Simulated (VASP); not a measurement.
# Ru (P6_3/mmc) in VASP: notebook

Ru is run at these levels: LDA; tasks: single point, relaxation of cell and atoms.

Program: VASP 6.6.1. These are calculated values, not measurements. Logs are shortened: lines on timing, memory, paths and dates and some standing lists are left out, and cuts for length are marked.

## 1. The cell of the first run

The structure is hexagonal, space group P6_3/mmc (No. 194). The conventional cell has a = 2.675 Å, b = 2.675 Å, c = 4.224 Å, α = 90.00°, β = 90.00°, γ = 120.00°. Within 3.5 Å of Ru (site symmetry -6m2) lie 12 Ru at 2.62 to 2.68 Å.

## 2. Single point, LDA

The input, INCAR:

```
SYSTEM = Ru
PREC     = Accurate       ! precision mode
ENCUT    = 520            ! plane-wave cutoff, eV
EDIFF    = 1E-7           ! SCF threshold, eV
ISMEAR   = 0              ! smearing method
SIGMA    = 0.2            ! smearing width, eV
LREAL    = .FALSE.        ! projectors in reciprocal space
LASPH    = .TRUE.         ! aspherical terms in the spheres
NELM     = 80             ! most SCF steps
ALGO     = Fast           ! electronic algorithm
ISIF     = 2              ! what is computed and relaxed
LWAVE    = .FALSE.        ! write WAVECAR
LCHARG   = .TRUE.         ! write CHGCAR
GGA      = CA             ! functional
LELF     = .TRUE.         ! ELF
LVHAR    = .TRUE.       
NBANDS   = 21             ! bands
```

The input, KPOINTS:

```
regular mesh
0
G
  18 18 12
  0 0 0
```

The input, POSCAR:

```
Ru
1.0
    2.6752485891      0.0000000000      0.0000000000
   -1.3376242945      2.3168332396      0.0000000000
    0.0000000000      0.0000000000      4.2238068898
Ru
2
Direct
    0.3333333333      0.6666666667      0.2500000000
    0.6666666667      0.3333333333      0.7500000000
```

Potentials or basis: VASP PAW LDA potentials, release 64 (Ru_pv).

Launch:

```console
cat potpaw_LDA.64/Ru_pv/POTCAR > POTCAR
mpirun -np 1 vasp_std > vasp.out
```

OUTCAR:

```text
SYSTEM = Ru
   PREC = Accurate
   ENCUT = 520
   EDIFF = 1E-7
   ISMEAR = 0
   LREAL = .FALSE.
   LASPH = .TRUE.
   NELM = 80
   ISIF = 2
   GGA = CA

 ion  position               nearest neighbor table
   1  0.333  0.667  0.250-   2 2.62   2 2.62   2 2.62   2 2.62   2 2.62   2 2.62
   2  0.667  0.333  0.750-   1 2.62   1 2.62   1 2.62   1 2.62   1 2.62   1 2.62

  LATTYP: Found a hexagonal cell.
 ALAT       =     2.6752485891
 C/A-ratio  =     1.5788465068

  Lattice vectors:

 A1 = (   2.6752485891,   0.0000000000,   0.0000000000)
 A2 = (  -1.3376242945,   2.3168332396,   0.0000000000)
 A3 = (   0.0000000000,   0.0000000000,   4.2238068898)

Analysis of symmetry for initial positions (statically):
=====================================================================
 Subroutine PRICEL returns:
 Original cell was already a primitive cell.

 Routine SETGRP: Setting up the symmetry group for a
 hexagonal supercell.

 Subroutine GETGRP returns: Found 24 space group operations
 (whereof 12 operations were pure point group operations)
 out of a pool of 24 trial point group operations.

The static configuration has the point symmetry D_3d.
 The point group associated with its full space group is D_6h.

Analysis of symmetry for dynamics (positions and initial velocities):
=====================================================================
 Subroutine PRICEL returns:
 Original cell was already a primitive cell.

 Routine SETGRP: Setting up the symmetry group for a
 hexagonal supercell.

 Subroutine GETGRP returns: Found 24 space group operations
 (whereof 12 operations were pure point group operations)
 out of a pool of 24 trial point group operations.

The dynamic configuration has the point symmetry D_3d.
 The point group associated with its full space group is D_6h.

 Subroutine INISYM returns: Found 24 space group operations
 (whereof 12 operations are pure point group operations),
 and found     1 'primitive' translations

----------------------------------------------------------------------------------------

                                     Primitive cell

  volume of cell :      26.1796

  direct lattice vectors                    reciprocal lattice vectors
     2.675248589  0.000000000  0.000000000     0.373797039  0.215811821  0.000000000
    -1.337624295  2.316833240  0.000000000     0.000000000  0.431623642  0.000000000
     0.000000000  0.000000000  4.223806890     0.000000000  0.000000000  0.236753248

  length of vectors
     2.675248589  2.675248589  4.223806890     0.431623642  0.431623642  0.236753248
[... 75 lines left out ...]
   ISPIN  =      1    spin polarized calculation?
   LNONCOLLINEAR =      F non collinear calculations
   LSORBIT =      F    spin-orbit coupling
   LASPH  =      T    aspherical Exc in radial PAW
   ENCUT  =  520.0 eV  38.22 Ry    6.18 a.u.   4.97  4.97  7.85*2*pi/ulx,y,z
   NELM   =     80;   NELMIN=  2; NELMDL= -5     # of ELM steps
   EDIFF  = 0.1E-06   stopping-criterion for ELM
   LREAL  =      F    real-space projection
   EDIFFG = 0.1E-05   stopping-criterion for IOM
   NSW    =      0    number of steps for IOM
   IBRION =     -1    ionic relax: 0-MD 1-quasi-New 2-CG
   NFREE  =      0    steps in history (QN), initial steepest desc. (CG)
   ISIF   =      2    stress and relaxation
   ISYM   =      2    0-nonsym 1-usesym 2-fastsym
   POTIM  = 0.5000    time-step for ionic-motion
   TEBEG  =    0.0;   TEEND  =   0.0 temperature during run
   PSTRESS=    0.0 pullay stress
   NELECT =      28.0000    total number of electrons
   NUPDOWN=      -1.0000    fix difference up-down
   EMIN   =  10.00;   EMAX   =-10.00  energy-range for DOS
   EFERMI =   0.00;   METHOD = LEGACY
   ISMEAR =     0;   SIGMA  =   0.20  broadening in eV -4-tet -1-fermi 0-gaus
   EFERMI_NEDOS =   21; number of points for ismear=-14 and -15
   IALGO  =     68    algorithm
   IMIX   =      4    mixing-type and parameters
     AMIX     =   0.40;   BMIX     =  1.00
     AMIX_MAG =   1.60;   BMIX_MAG =  1.00
  volume/ion in A,a.u.               =      13.09        88.33
  Fermi-wavevector in a.u.,A,eV,Ry     =   1.674197  3.163773 38.136247  2.802935
  Thomas-Fermi vector in A             =   2.759035
   LORBIT       =      0    0 simple, 1 ext, 2 COOP (PROOUT), +10 PAW based schemes
   GGA     = CA    functional components
   LHFCALC =     F    Hartree Fock is set to
   AEXX    =    0.0000 exact exchange contribution
   IVDW    =     0    specifies the selected vdW correction
   LEPSILON=     F    determine dielectric tensor
   LRPA    =     F    only Hartree local field effects (RPA)
 non-spin polarized calculation
 RMM-DIIS sequential band-by-band and
 Gauss-broadening in eV      SIGMA  =   0.20
  energy-cutoff  :      520.00
  volume of cell :       26.18
 maximum number of plane-waves:       732
 NGX is ok and might be reduce to    20
   NGX =  9   NGY =  9   NGZ = 15

 number of electron      27.9999992 magnetization

 Free energy of the ion-electron system (eV)
  ---------------------------------------------------
  ext. energy  EPLUGINS =         0.00000000
  ---------------------------------------------------
  free energy    TOTEN  =       -21.40655958 eV

  energy without entropy =      -21.37577949  energy(sigma->0) =      -21.39116954

 E-fermi :  13.3888     XC(G=0): -14.6059

 val. band max:       13.3863982145   @ k =   0.4444   0.1111   0.5000
 cond. band min:      13.4154747108   @ k =   0.3889   0.0000   0.2500
 fundamental gap:      0.0290764963
 Fermi energy:        13.3887976120

 k-point     1 :       0.0000    0.0000    0.0000
  band No.  band energies     occupation
      1     -30.2337      2.00000
      2     -29.1614      2.00000
      3     -29.1614      2.00000
      4     -28.9656      2.00000
      5     -28.9656      2.00000
      6     -28.9170      2.00000
[... 565 lines left out ...]
     20      25.6048      0.00000
     21      25.9097      0.00000

 [... further k-points ...]
[... 5 lines left out ...]
  --------------------------------------------------------------------------------------
  -------------------------------------------------------------------------------------
  Total        0.1565312      0.1565312      0.1784381      0.0000000      0.0000000      0.0000000
  in kB        9.5796233      9.5796233     10.9203138      0.0000000      0.0000000      0.0000000
  external PRESSURE =      10.0265201 kB  Pullay stress =       0.0000000 kB

 VOLUME and BASIS-vectors are now :
 -----------------------------------------------------------------------------
  energy-cutoff  :      520.00
  volume of cell :       26.18
      direct lattice vectors                 reciprocal lattice vectors
     2.675248589  0.000000000  0.000000000     0.373797039  0.215811821  0.000000000
    -1.337624295  2.316833240  0.000000000     0.000000000  0.431623642  0.000000000
     0.000000000  0.000000000  4.223806890     0.000000000  0.000000000  0.236753248

 POSITION                                       TOTAL-FORCE (eV/Angst)
 -----------------------------------------------------------------------------------
     -0.00000      1.54456      1.05595         0.000000     -0.000000      0.000000
      1.33762      0.77228      3.16786        -0.000000      0.000000      0.000000
 -----------------------------------------------------------------------------------
    total drift:                               -0.000000      0.000000     -0.000000

  FREE ENERGIE OF THE ION-ELECTRON SYSTEM (eV)
  ---------------------------------------------------
  free  energy   TOTEN  =       -21.4065595847 eV

  energy  without entropy=      -21.3757794888  energy(sigma->0) =      -21.39116954
```

Wall time 2.7 min (1 thread of Intel Xeon 8259CL, shared host); peak memory 0.21 GiB.

Results:

```yaml
Free_energy: -21.4066 eV
Pressure: 1.0 GPa
Band_gap_on_the_k_mesh: zero (bands 14 and 15 overlap by 3.46 eV)
```

Levels at points of the mesh, in eV from the Fermi level:
```csv
k point,band 10,band 11,band 12,band 13,band 14,band 15,band 16,band 17,band 18,band 19
"(0.00, 0.00, 0.00)",-2.77,-2.56,-2.04,-2.04,-1.50,-1.50,1.25,1.25,1.36,9.93
"(0.50, 0.00, 0.00)",-3.23,-2.18,-1.87,-1.60,1.51,1.96,2.06,4.27,6.37,11.34
"(0.00, 0.00, 0.50)",-2.95,-2.95,-2.95,-2.84,-2.84,0.58,0.58,0.58,0.58,9.93
"(0.50, 0.00, 0.50)",-4.80,-1.14,-1.14,0.47,0.47,1.79,1.79,3.53,3.53,9.93
```

## 3. Relaxation of cell and atoms, LDA

This run uses another cell than the first one, of 13.57 Å³/atom.

The input, INCAR:

```
SYSTEM = Ru
PREC = Accurate
ENCUT = 600
EDIFF = 1E-6
ISMEAR = 0
SIGMA = 0.2
LREAL = .False.
LASPH = .True.
NELM = 60
ALGO = Fast
ISIF = 3
LWAVE = .False.
LCHARG = .False.
IBRION = 2
NSW = 80
EDIFFG = -0.001
```

The input, KPOINTS:

```
Automatic mesh
0
Gamma
  18 18 12
  0 0 0
```

The input, POSCAR:

```
Ru
1.0
    2.7058000000      0.0000000000      0.0000000000
   -1.3529000000      2.3432915376      0.0000000000
    0.0000000000      0.0000000000      4.2819000000
Ru
2
Direct
    0.3333333333      0.6666666667      0.2500000000
    0.6666666667      0.3333333333      0.7500000000
```

Potentials or basis: VASP PAW LDA potentials, release 64 (Ru_pv).

Launch:

```console
cat potpaw_LDA.64/Ru_pv/POTCAR > POTCAR
mpirun -np 1 vasp_std > vasp.out
```

It took 19 min on 1 thread of Intel Xeon 8259CL, shared host; peak memory 0.26 GiB.

It converged, with:

| Quantity | Value |
| --- | --- |
| Free energy | -21.4077 eV |
| Relaxed volume | 13.12 Å³/atom |
| Relaxed cell | a = 2.677 Å, b = 2.677 Å, c = 4.228 Å, α = 90.00°, β = 90.00°, γ = 120.00° |
| Space group after relaxing (to 0.1 Å) | P6_3/mmc (No. 194) |
| Energy gained by relaxing | 16.7 meV/atom |
| Ionic steps | 22 |
| Pressure after relaxing | 0.0 GPa |
| Band gap on the k mesh | zero (bands 14 and 15 overlap by 3.45 eV) |

The path:
```tsv
step	energy change (eV)	largest force (eV/Å)	pressure (GPa)	volume (Å³)
1	0.0000	0.0000	-11.63	27.15
2	0.3912	0.0000	54.33	23.46
3	-0.0334	0.0000	-0.47	26.28
4	-0.0334	0.0000	-0.06	26.25
5	-0.0334	0.0000	0.18	26.24
6	-0.0334	0.0000	-0.47	26.29
7	-0.0335	0.0000	0.02	26.25
8	-0.0335	0.0000	-0.09	26.25
9	-0.0335	0.0000	-0.05	26.25
10	-0.0335	0.0000	-0.04	26.25
11	-0.0335	0.0000	-0.05	26.25
12	-0.0335	0.0000	0.00	26.25
13	-0.0335	0.0000	-0.01	26.25
14	-0.0335	0.0000	-0.02	26.25
15	-0.0335	0.0000	-0.02	26.25
16	-0.0335	0.0000	-0.02	26.25
17	-0.0335	0.0000	-0.02	26.25
18	-0.0335	0.0000	-0.02	26.25
19	-0.0335	0.0000	-0.02	26.25
20	-0.0335	0.0000	0.04	26.25
21	-0.0335	0.0000	-0.01	26.25
22	-0.0335	0.0000	0.00	26.25
```

Final structure:
```xyz
2
Lattice="2.6774 0.0000 0.0000 -1.3387 2.3187 0.0000 0.0000 0.0000 4.2280" Properties=species:S:1:pos:R:3 pbc="T T T"
Ru    0.0000    1.5458    1.0570
Ru    1.3387    0.7729    3.1710
```

Levels at points of the mesh, in eV from the Fermi level:
```csv
k point,band 10,band 11,band 12,band 13,band 14,band 15,band 16,band 17,band 18
"(0.00, 0.00, 0.00)",-2.76,-2.55,-2.03,-2.03,-1.49,-1.49,1.25,1.25,1.35
"(0.50, 0.00, 0.00)",-3.21,-2.17,-1.87,-1.60,1.50,1.95,2.05,4.26,6.35
"(0.00, 0.00, 0.50)",-2.94,-2.94,-2.94,-2.83,-2.83,0.58,0.58,0.58,0.58
"(0.50, 0.00, 0.50)",-4.78,-1.14,-1.14,0.46,0.46,1.78,1.78,3.52,3.52
```
